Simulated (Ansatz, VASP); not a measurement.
## SiC: VASP beside Ansatz

```
Si C
1.0
     0.00000    2.17900    2.17900
     2.17900    0.00000    2.17900
     2.17900    2.17900    0.00000
Si C
1 1
Cartesian
  0.0000 0.0000 0.0000
  1.0895 1.0895 1.0895
```

Alike in both runs: task relaxation of cell and atoms; functional HSE06; k mesh 6 × 6 × 6; occupations gaussian, width 0.02 eV; no spin polarisation.

```csv
,VASP,Ansatz
version,VASP 6.6.1,Ansatz 0.2.0
potentials or method,"VASP PAW PBE potentials, release 64 (Si, C), cutoff 600 eV","scalar-relativistic, plane waves, PAW"
valence electrons in the cell,8,8
```

```tsv
	VASP	Ansatz	Ansatz less VASP
gap on the k mesh at the Fermi level, each at its own relaxed structure (eV)	2.23	2.22	-0.003
relaxed volume (Å³/atom)	10.26	10.28	+0.025
relaxed length of the cell vector where the two differ most in proportion (Å)	3.073	3.075	+0.0024
```
